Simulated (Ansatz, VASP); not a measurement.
MoS2 in VASP and in Ansatz

```
Mo S
1.0
     3.19261    0.00000    0.00000
    -1.59631    2.76488    0.00000
     0.00000    0.00000   12.29500
Mo S
2 4
Direct
  0.33333 0.66667 0.25000
  0.66667 0.33333 0.75000
  0.33333 0.66667 0.62750
  0.66667 0.33333 0.12750
  0.33333 0.66667 0.87250
  0.66667 0.33333 0.37250
```

Change from the starting cell: equal xx and yy strain of +1 %.

Alike in both runs: task single point; functional PBE; k mesh 10 × 10 × 3; occupations fermi-dirac, width 0.03 eV; no spin polarisation.

|  | VASP | Ansatz |
| --- | --- | --- |
| version | VASP 6.6.1 | Ansatz 0.2.0 |
| potentials or method | VASP PAW PBE potentials, release 64 (Mo_sv, S), cutoff 520 eV | all-electron LAPW, scalar-relativistic |

```tsv
	VASP	Ansatz	Ansatz less VASP
pressure (GPa)	5.5	5.7	+0.18
traceless stress, the component that is largest in VASP (GPa)	5.22	5.26	+0.042
rms of the force components (eV/Å)	0.454	0.463	+0.0082
```

Atom by atom the forces differ by 0.008 eV/Å (rms over components). Ansatz ran all-electron here, and VASP with PAW potentials.
